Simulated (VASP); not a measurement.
Runs of VASP 6.6.1 on Ca. The structure is that of space group Pm-3m (No. 221), or close to it. The cells are those of the table. This isn't the form of Ca at room conditions, which is fcc.

| cell | k mesh | gap on the mesh (eV) | pressure (GPa) |
| --- | --- | --- | --- |
| a = 3.569 Å, 1 atom | 11 × 11 × 11 | none | -0.4 |
| a = 3.546 Å, 1 atom | 11 × 11 × 11 | none | -0.2 |
| a = 3.592 Å, 1 atom | 11 × 11 × 11 | none | (a) |
| a = 3.451 Å, 1 atom | 16 × 16 × 16 | none | 0.7 |

Alike in all rows: task single point; level PBE; potentials or basis VASP PAW PBE potentials, release 64 (Ca_sv); no spin polarisation; cutoff (eV) 520; smearing fermi-dirac 0.0612256 eV.

Task: Estimate the missing entries.

Result: (a) -0.6.

A gap of «none» marks levels without a gap at the run's occupations.
